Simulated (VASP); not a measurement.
# Sb (Fm-3m) in VASP: notebook, part 2 of 2

VASP 6.6.1.

## (4) Electric field gradients, PBEsol (volume scaled by 0.98)

The input, INCAR:

```
SYSTEM = Sb
PREC = Accurate
ENCUT = 520
EDIFF = 1E-8
ISMEAR = -1
SIGMA = 0.03
LREAL = .False.
LASPH = .True.
NELM = 100
ALGO = Normal
ISIF = 2
LWAVE = .False.
LCHARG = .False.
GGA = PS
LEFG = .True.
NBANDS = 8
```

The input, KPOINTS:

```
regular mesh
0
Gamma
  14 14 14
  0 0 0
```

The input, POSCAR:

```
Sb
1.0
    0.0000000000      2.2895297352      2.2895297352
    2.2895297352      0.0000000000      2.2895297352
    2.2895297352      2.2895297352      0.0000000000
Sb
1
Direct
    0.0000000000      0.0000000000      0.0000000000
```

Potentials or basis: VASP PAW PBE potentials, release 64 (Sb).

Started as:

```
> cat potpaw_PBE.64/Sb/POTCAR > POTCAR
> mpirun -np 1 vasp_std > vasp.out
```

OUTCAR:

```text
SYSTEM = Sb
   PREC = Accurate
   ENCUT = 520
   EDIFF = 1E-8
   ISMEAR = -1
   LREAL = .False.
   LASPH = .True.
   NELM = 100
   ISIF = 2
   GGA = PS

 ion  position               nearest neighbor table
   1  0.000  0.000  0.000-

  LATTYP: Found a face centered cubic cell.
 ALAT       =     4.5790594704

  Lattice vectors:

 A1 = (   0.0000000000,   2.2895297352,   2.2895297352)
 A2 = (   2.2895297352,   0.0000000000,   2.2895297352)
 A3 = (   2.2895297352,   2.2895297352,   0.0000000000)

[... 467 lines left out ...]
    total drift:                                0.000000      0.000000      0.000000

  FREE ENERGIE OF THE ION-ELECTRON SYSTEM (eV)
  ---------------------------------------------------
  free  energy   TOTEN  =        -4.2473620831 eV

  energy  without entropy=       -4.2446153285  energy(sigma->0) =       -4.24598871

 Electric field gradients (V/A^2)
---------------------------------------------------------------------
 ion       V_xx      V_yy      V_zz      V_xy      V_xz      V_yz
---------------------------------------------------------------------
   1      -0.000     0.000    -0.000     0.000     0.000     0.000
---------------------------------------------------------------------

 Electric field gradients after diagonalization (V/A^2)
 (convention: |V_zz| > |V_xx| > |V_yy|)
----------------------------------------------------------------------
 ion       V_xx      V_yy      V_zz     asymmetry (V_yy - V_xx)/ V_zz
----------------------------------------------------------------------
   1      -0.000    -0.000     0.000       0.000
----------------------------------------------------------------------

           NMR quadrupolar parameters

 Cq : quadrupolar parameter    Cq=e*Q*V_zz/h
 eta: asymmetry parameters     (V_yy - V_xx)/ V_zz
 Q  : nuclear electric quadrupole moment in mb (millibarn)
----------------------------------------------------------------------
 ion       Cq(MHz)       eta       Q (mb)
----------------------------------------------------------------------
   1       0.000       0.000       1.000
----------------------------------------------------------------------
```

OSZICAR:

```text
N       E                     dE             d eps       ncg     rms          rms(c)
DAV:   1     0.467460387282E+01    0.46746E+01   -0.16961E+03  1680   0.411E+02
DAV:   2    -0.416656154181E+01   -0.88412E+01   -0.85588E+01  2328   0.533E+01
DAV:   3    -0.425481800560E+01   -0.88256E-01   -0.87280E-01  1944   0.596E+00
DAV:   4    -0.425505646610E+01   -0.23846E-03   -0.23846E-03  2664   0.383E-01
DAV:   5    -0.425505703501E+01   -0.56891E-06   -0.56875E-06  2056   0.113E-02    0.204E+00
DAV:   6    -0.425022461845E+01    0.48324E-02   -0.13300E-03  2264   0.173E-01    0.118E+00
DAV:   7    -0.424737079229E+01    0.28538E-02   -0.28577E-03  1864   0.253E-01    0.317E-02
DAV:   8    -0.424736269157E+01    0.81007E-05   -0.28014E-05  2424   0.433E-02    0.788E-03
DAV:   9    -0.424736236609E+01    0.32548E-06   -0.39743E-07  2320   0.438E-03    0.133E-03
DAV:  10    -0.424736221686E+01    0.14923E-06   -0.47032E-08  2232   0.118E-03    0.167E-03
DAV:  11    -0.424736208867E+01    0.12818E-06   -0.63069E-10  1952   0.215E-04    0.254E-04
DAV:  12    -0.424736208306E+01    0.56176E-08   -0.73457E-11  1280   0.504E-05
   1 F= -.42473621E+01 E0= -.42459887E+01  d E =-.274675E-02
```

stdout:

```text
POSCAR found type information on POSCAR Sb
 POSCAR found :  1 types and       1 ions
 scaLAPACK will be used
 -----------------------------------------------------------------------------
|                                                                             |
|                                                                             |
|     You enforced a specific xc type in the INCAR file but a different       |
|     I HOPE YOU KNOW WHAT YOU ARE DOING!                                     |
|                                                                             |
 -----------------------------------------------------------------------------

 LDA part: xc-table for (Slater+PW92), standard interpolation
 POSCAR, INCAR and KPOINTS ok, starting setup
 FFT: planning ... GRIDC
 FFT: planning ... GRID_SOFT
 FFT: planning ... GRID
 WAVECAR not read
 entering main loop
ion   1
```

It took 7.1 s on 1 thread of Intel Xeon 6975P-C (Granite Rapids), shared host; peak memory 0.14 GiB.

Results:

| Item | Value |
| --- | --- |
| Free energy | -4.2474 eV |
| Pressure | 7.1 GPa |

Levels at points of the mesh, in eV from the Fermi level:
```csv
k point,band 1,band 2,band 3,band 4,band 5,band 6,band 7
"(0.00, 0.00, 0.00)",-13.93,6.17,6.17,6.17,10.20,10.36,10.36
"(0.50, 0.00, 0.00)",-9.50,-6.63,4.18,4.18,8.95,9.40,9.40
"(0.50, 0.50, 0.00)",-7.52,-5.61,0.37,0.37,4.23,4.55,18.34
```

Caveat: without QUAD_EFG the Cq values of the log hold for a quadrupole moment of 1 mb, not for the nuclei; the PAW data sets were made with another functional, which shifts forces and pressure a little; spin-orbit coupling is left out, which moves the levels of the heavy elements.

## (5) Electric field gradients, PBEsol (volume scaled by 1.01)

INCAR, as its differences from that of step 4:

```diff
@@ -8,3 +8,3 @@
 LASPH = .True.
-NELM = 100
+NELM = 60
 ALGO = Normal
```

The input, KPOINTS:

```
Automatic mesh
0
Gamma
  14 14 14
  0 0 0
```

The input, POSCAR:

```
Sb
1.0
    0.0000000000      2.3126578636      2.3126578636
    2.3126578636      0.0000000000      2.3126578636
    2.3126578636      2.3126578636      0.0000000000
Sb
1
Direct
    0.0000000000      0.0000000000      0.0000000000
```

Potentials or basis: VASP PAW PBE potentials, release 64 (Sb).

Started as:

```
> cat potpaw_PBE.64/Sb/POTCAR > POTCAR
> mpirun -np 1 vasp_std > vasp.out
```

OUTCAR:

```text
SYSTEM = Sb
   PREC = Accurate
   ENCUT = 520
   EDIFF = 1E-8
   ISMEAR = -1
   LREAL = .False.
   LASPH = .True.
   NELM = 60
   ISIF = 2
   GGA = PS

 ion  position               nearest neighbor table
   1  0.000  0.000  0.000-

  LATTYP: Found a face centered cubic cell.
 ALAT       =     4.6253157272

  Lattice vectors:

 A1 = (   0.0000000000,   2.3126578636,   2.3126578636)
 A2 = (   2.3126578636,   0.0000000000,   2.3126578636)
 A3 = (   2.3126578636,   2.3126578636,   0.0000000000)

[... 467 lines left out ...]
    total drift:                                0.000000      0.000000      0.000000

  FREE ENERGIE OF THE ION-ELECTRON SYSTEM (eV)
  ---------------------------------------------------
  free  energy   TOTEN  =        -4.2731746032 eV

  energy  without entropy=       -4.2701859248  energy(sigma->0) =       -4.27168026

 Electric field gradients (V/A^2)
---------------------------------------------------------------------
 ion       V_xx      V_yy      V_zz      V_xy      V_xz      V_yz
---------------------------------------------------------------------
   1       0.000    -0.000    -0.000     0.000     0.000     0.000
---------------------------------------------------------------------

 Electric field gradients after diagonalization (V/A^2)
 (convention: |V_zz| > |V_xx| > |V_yy|)
----------------------------------------------------------------------
 ion       V_xx      V_yy      V_zz     asymmetry (V_yy - V_xx)/ V_zz
----------------------------------------------------------------------
   1      -0.000    -0.000     0.000       0.000
----------------------------------------------------------------------

           NMR quadrupolar parameters

 Cq : quadrupolar parameter    Cq=e*Q*V_zz/h
 eta: asymmetry parameters     (V_yy - V_xx)/ V_zz
 Q  : nuclear electric quadrupole moment in mb (millibarn)
----------------------------------------------------------------------
 ion       Cq(MHz)       eta       Q (mb)
----------------------------------------------------------------------
   1       0.000       0.000       1.000
----------------------------------------------------------------------
```

OSZICAR:

```text
N       E                     dE             d eps       ncg     rms          rms(c)
DAV:   1     0.549464267152E+01    0.54946E+01   -0.17151E+03  1696   0.412E+02
DAV:   2    -0.418158686948E+01   -0.96762E+01   -0.94189E+01  2376   0.545E+01
DAV:   3    -0.428048652276E+01   -0.98900E-01   -0.96488E-01  2016   0.628E+00
DAV:   4    -0.428074458629E+01   -0.25806E-03   -0.25806E-03  2640   0.405E-01
DAV:   5    -0.428074497327E+01   -0.38698E-06   -0.38649E-06  2152   0.960E-03    0.192E+00
DAV:   6    -0.427595324257E+01    0.47917E-02   -0.16116E-03  2176   0.190E-01    0.111E+00
DAV:   7    -0.427318343525E+01    0.27698E-02   -0.33690E-03  1856   0.274E-01    0.345E-02
DAV:   8    -0.427317516021E+01    0.82750E-05   -0.32456E-05  2344   0.464E-02    0.757E-03
DAV:   9    -0.427317498725E+01    0.17296E-06   -0.40098E-07  2336   0.462E-03    0.122E-03
DAV:  10    -0.427317473377E+01    0.25348E-06   -0.64481E-08  2160   0.135E-03    0.166E-03
DAV:  11    -0.427317461136E+01    0.12240E-06   -0.81085E-10  2160   0.237E-04    0.303E-04
DAV:  12    -0.427317460322E+01    0.81398E-08   -0.87444E-11  1232   0.513E-05
   1 F= -.42731746E+01 E0= -.42716803E+01  d E =-.298868E-02
```

stdout:

```text
POSCAR found type information on POSCAR Sb
 POSCAR found :  1 types and       1 ions
 scaLAPACK will be used
 -----------------------------------------------------------------------------
|                                                                             |
|                                                                             |
|     You enforced a specific xc type in the INCAR file but a different       |
|     I HOPE YOU KNOW WHAT YOU ARE DOING!                                     |
|                                                                             |
 -----------------------------------------------------------------------------

 LDA part: xc-table for (Slater+PW92), standard interpolation
 POSCAR, INCAR and KPOINTS ok, starting setup
 FFT: planning ... GRIDC
 FFT: planning ... GRID_SOFT
 FFT: planning ... GRID
 WAVECAR not read
 entering main loop
ion   1
```

Run time: 5.9 s. Hardware: 1 thread of Intel Xeon 6975P-C (Granite Rapids), shared host; peak memory 0.15 GiB.

Results:

- Free energy: -4.2732 eV
- Pressure: 4.2 GPa

Caveat: without QUAD_EFG the Cq values of the log hold for a quadrupole moment of 1 mb, not for the nuclei; the PAW data sets were made with another functional, which shifts forces and pressure a little; spin-orbit coupling is left out, which moves the levels of the heavy elements.

## (6) Summary

| cell | gap on the mesh (eV) | pressure (GPa) |
| --- | --- | --- |
| a = 3.193 Å, angles 60.0°, 1 atom | none | 11.7 |
| a = 3.238 Å, angles 60.0°, 1 atom | none | 7.1 |
| a = 3.271 Å, angles 60.0°, 1 atom | none | 4.2 |

Alike in all rows: task electric field gradients; level PBEsol; potentials or basis VASP PAW PBE potentials, release 64 (Sb); no spin polarisation; k mesh 14 × 14 × 14; cutoff (eV) 520; smearing fermi-dirac 0.03 eV.

Caveats: the PAW data sets were made with another functional, which shifts forces and pressure a little; spin-orbit coupling is left out, which moves the levels of the heavy elements.

Total energies depend on the potentials used, so only differences within one code and one set of settings carry meaning.
